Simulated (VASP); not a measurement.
# ZnO (ZnO (P6_3mc)) (P6_3mc) in VASP: single point with PBE

Aim: the single point of ZnO (ZnO (P6_3mc)) with PBE.

All numbers are computed with VASP 6.6.1; they aren't measurements. Logs are shortened: lines on timing, memory, paths and dates and some standing lists are left out, and cuts for length are marked.

## 1. The cell of the first run

It takes space group P6_3mc (No. 186, hexagonal). The conventional cell has a = 3.280 Å, b = 3.280 Å, c = 5.294 Å, α = 90.00°, β = 90.00°, γ = 120.00°. Zn (site symmetry 3m) has 4 O at 2.00 to 2.01 Å within 2.6 Å. O (site symmetry 3m) has 4 Zn at 2.00 to 2.01 Å within 2.6 Å.

## 2. Single point, PBE

Input file INCAR:

```
ALGO = Normal
EDIFF = 1E-6
ENCUT = 600
GGA = PE
GGA_COMPAT = F
ISIF = 2
ISMEAR = -1
LASPH = T
LCHARG = T
LELF = T
LREAL = F
LVHAR = T
LWAVE = F
NBANDS = 26
NELM = 120
PREC = Accurate
SIGMA = 0.01
```

Input file KPOINTS:

```
k-points
0
Gamma
  3 3 2
```

Input file POSCAR:

```
ZnO
1.0
    3.2799149933      0.0000000000      0.0000000000
   -1.6399574967      2.8404897067      0.0000000000
    0.0000000000      0.0000000000      5.2940484800
Zn O
2 2
Direct
    0.6666666667      0.3333333333      0.5006132100
    0.3333333333      0.6666666667      0.0006132100
    0.6666666667      0.3333333333      0.8796967900
    0.3333333333      0.6666666667      0.3796967900
```

Potentials or basis: VASP PAW PBE potentials, release 64 (Zn, O).

Launch:

```console
> cat potpaw_PBE.64/Zn/POTCAR potpaw_PBE.64/O/POTCAR > POTCAR
> mpirun -np 1 vasp_std > vasp.out
```

OUTCAR:

```text
EDIFF = 1E-6
   ENCUT = 600
   GGA = PE
   ISIF = 2
   ISMEAR = -1
   LASPH = T
   LREAL = F
   NELM = 120
   PREC = Accurate

 ion  position               nearest neighbor table
   1  0.667  0.333  0.501-   4 2.00   4 2.00   4 2.00   3 2.01
   2  0.333  0.667  0.001-   3 2.00   3 2.00   3 2.00   4 2.01
   3  0.667  0.333  0.880-   2 2.00   2 2.00   2 2.00   1 2.01
   4  0.333  0.667  0.380-   1 2.00   1 2.00   1 2.00   2 2.01

  LATTYP: Found a hexagonal cell.
 ALAT       =     3.2799149933
 C/A-ratio  =     1.6140810023

  Lattice vectors:

 A1 = (   3.2799149933,   0.0000000000,   0.0000000000)
 A2 = (  -1.6399574967,   2.8404897067,   0.0000000000)
 A3 = (   0.0000000000,   0.0000000000,   5.2940484800)

Analysis of symmetry for initial positions (statically):
=====================================================================
 Subroutine PRICEL returns:
 Original cell was already a primitive cell.

 Routine SETGRP: Setting up the symmetry group for a
 hexagonal supercell.

 Subroutine GETGRP returns: Found 12 space group operations
 (whereof  6 operations were pure point group operations)
 out of a pool of 24 trial point group operations.

The static configuration has the point symmetry C_3v.
 The point group associated with its full space group is C_6v.

Analysis of symmetry for dynamics (positions and initial velocities):
=====================================================================
 Subroutine PRICEL returns:
 Original cell was already a primitive cell.

 Routine SETGRP: Setting up the symmetry group for a
 hexagonal supercell.

 Subroutine GETGRP returns: Found 12 space group operations
 (whereof  6 operations were pure point group operations)
 out of a pool of 24 trial point group operations.

The dynamic configuration has the point symmetry C_3v.
 The point group associated with its full space group is C_6v.

 Subroutine INISYM returns: Found 12 space group operations
 (whereof  6 operations are pure point group operations),
 and found     1 'primitive' translations

----------------------------------------------------------------------------------------

                                     Primitive cell

  volume of cell :      49.3223

  direct lattice vectors                    reciprocal lattice vectors
     3.279914993  0.000000000  0.000000000     0.304885950  0.176025986  0.000000000
[... 70 lines left out ...]
   NELM   =    120;   NELMIN=  2; NELMDL= -5     # of ELM steps
   EDIFF  = 0.1E-05   stopping-criterion for ELM
   LREAL  =      F    real-space projection
   EDIFFG = 0.1E-04   stopping-criterion for IOM
   NSW    =      0    number of steps for IOM
   IBRION =     -1    ionic relax: 0-MD 1-quasi-New 2-CG
   NFREE  =      0    steps in history (QN), initial steepest desc. (CG)
   ISIF   =      2    stress and relaxation
   ISYM   =      2    0-nonsym 1-usesym 2-fastsym
   POTIM  = 0.5000    time-step for ionic-motion
   TEBEG  =    0.0;   TEEND  =   0.0 temperature during run
   PSTRESS=    0.0 pullay stress
   NELECT =      36.0000    total number of electrons
   NUPDOWN=      -1.0000    fix difference up-down
   EMIN   =  10.00;   EMAX   =-10.00  energy-range for DOS
   EFERMI =   0.00;   METHOD = LEGACY
   ISMEAR =    -1;   SIGMA  =   0.01  broadening in eV -4-tet -1-fermi 0-gaus
   EFERMI_NEDOS =   21; number of points for ismear=-14 and -15
   IALGO  =     38    algorithm
   IMIX   =      4    mixing-type and parameters
     AMIX     =   0.40;   BMIX     =  1.00
     AMIX_MAG =   1.60;   BMIX_MAG =  1.00
  volume/ion in A,a.u.               =      12.33        83.21
  Fermi-wavevector in a.u.,A,eV,Ry     =   1.473990  2.785436 29.560635  2.172645
  Thomas-Fermi vector in A             =   2.588816
   LORBIT       =      0    0 simple, 1 ext, 2 COOP (PROOUT), +10 PAW based schemes
   GGA     = PE    functional components
   LHFCALC =     F    Hartree Fock is set to
   AEXX    =    0.0000 exact exchange contribution
   IVDW    =     0    specifies the selected vdW correction
   LEPSILON=     F    determine dielectric tensor
   LRPA    =     F    only Hartree local field effects (RPA)
 non-spin polarized calculation
  energy-cutoff  :      600.00
  volume of cell :       49.32
 maximum number of plane-waves:      1677
 NGX is ok and might be reduce to    28
   NGX = 13   NGY = 13   NGZ = 21

 number of electron      36.0000014 magnetization

 Free energy of the ion-electron system (eV)
  ---------------------------------------------------
  ext. energy  EPLUGINS =         0.00000000
  ---------------------------------------------------
  free energy    TOTEN  =       -17.74182255 eV

  energy without entropy =      -17.74182255  energy(sigma->0) =      -17.74182255

 E-fermi :   1.1709     XC(G=0): -10.7070

 val. band max:        0.9442097823   @ k =   0.0000   0.0000   0.0000
 cond. band min:       1.6429513301   @ k =   0.0000   0.0000   0.0000
 fundamental gap:      0.6987415477
 Fermi energy:         1.1709258220

 k-point     1 :       0.0000    0.0000    0.0000
  band No.  band energies     occupation
      1     -16.8682      2.00000
      2     -16.1974      2.00000
      3      -4.6205      2.00000
      4      -4.6205      2.00000
      5      -4.5846      2.00000
      6      -4.4575      2.00000
[... 163 lines left out ...]
     25      16.4502      0.00000
     26      16.4887      0.00000

------------------------ aborting loop because EDIFF is reached ----------------------------------------

  FORCE on cell =-STRESS in cart. coord.  units (eV):
  Direction    XX          YY          ZZ          XY          YZ          ZX
  --------------------------------------------------------------------------------------
  -------------------------------------------------------------------------------------
  Total        0.3888687      0.3888687      0.0309233     -0.0000000      0.0000000      0.0000000
  in kB       12.6319340     12.6319340      1.0045073     -0.0000000      0.0000000      0.0000000
  external PRESSURE =       8.7561251 kB  Pullay stress =       0.0000000 kB

 VOLUME and BASIS-vectors are now :
 -----------------------------------------------------------------------------
  energy-cutoff  :      600.00
  volume of cell :       49.32
      direct lattice vectors                 reciprocal lattice vectors
     3.279914993  0.000000000  0.000000000     0.304885950  0.176025986  0.000000000
    -1.639957497  2.840489707  0.000000000     0.000000000  0.352051971  0.000000000
     0.000000000  0.000000000  5.294048480     0.000000000  0.000000000  0.188891357

 POSITION                                       TOTAL-FORCE (eV/Angst)
 -----------------------------------------------------------------------------------
      1.63996      0.94683      2.65027         0.000000      0.000000      0.017547
     -0.00000      1.89366      0.00325         0.000000     -0.000000      0.017547
      1.63996      0.94683      4.65716        -0.000000     -0.000000     -0.017547
     -0.00000      1.89366      2.01013        -0.000000      0.000000     -0.017547
 -----------------------------------------------------------------------------------
    total drift:                                0.000000      0.000000     -0.000001

  FREE ENERGIE OF THE ION-ELECTRON SYSTEM (eV)
  ---------------------------------------------------
  free  energy   TOTEN  =       -17.7418225473 eV

  energy  without entropy=      -17.7418225472  energy(sigma->0) =      -17.74182255
```

stdout:

```text
POSCAR found type information on POSCAR ZnO
 POSCAR found :  2 types and       4 ions
 scaLAPACK will be used
 LDA part: xc-table for (Slater+PW92), standard interpolation
 POSCAR, INCAR and KPOINTS ok, starting setup
 FFT: planning ... GRIDC
 FFT: planning ... GRID_SOFT
 FFT: planning ... GRID
 WAVECAR not read
 entering main loop
```

Wall time 8.9 s (1 thread of AMD EPYC 9R45 (Zen 5), shared host); peak memory 0.13 GiB.

What came out:

```yaml
Free_energy: -17.7418 eV
Pressure: 0.9 GPa
Largest_force: 0.018 eV/Å
Band_gap_on_the_k_mesh: 0.70 eV, direct
```

Forces in eV/Å, atoms in the order of the input:
```
Zn   0.000  0.000  0.018
Zn   0.000  0.000  0.018
O    0.000  0.000 -0.018
O    0.000  0.000 -0.018
```

Stress tensor (GPa, compression positive):
```
1.26 0.00 0.00
0.00 1.26 0.00
0.00 0.00 0.10
```

Levels at points of the mesh, in eV from the valence-band top:
| k point | band 15 | band 16 | band 17 | band 18 | band 19 | band 20 | band 21 | band 22 |
| --- | --- | --- | --- | --- | --- | --- | --- | --- |
| (0.00, 0.00, 0.00) | -0.76 | -0.08 | 0.00 | 0.00 | 0.70 | 5.06 | 8.06 | 12.68 |
| (0.00, 0.00, 0.50) | -0.37 | -0.37 | -0.37 | -0.37 | 3.34 | 3.34 | 9.88 | 9.88 |

Caveat: the k points lie up to 0.74 Å⁻¹ apart.
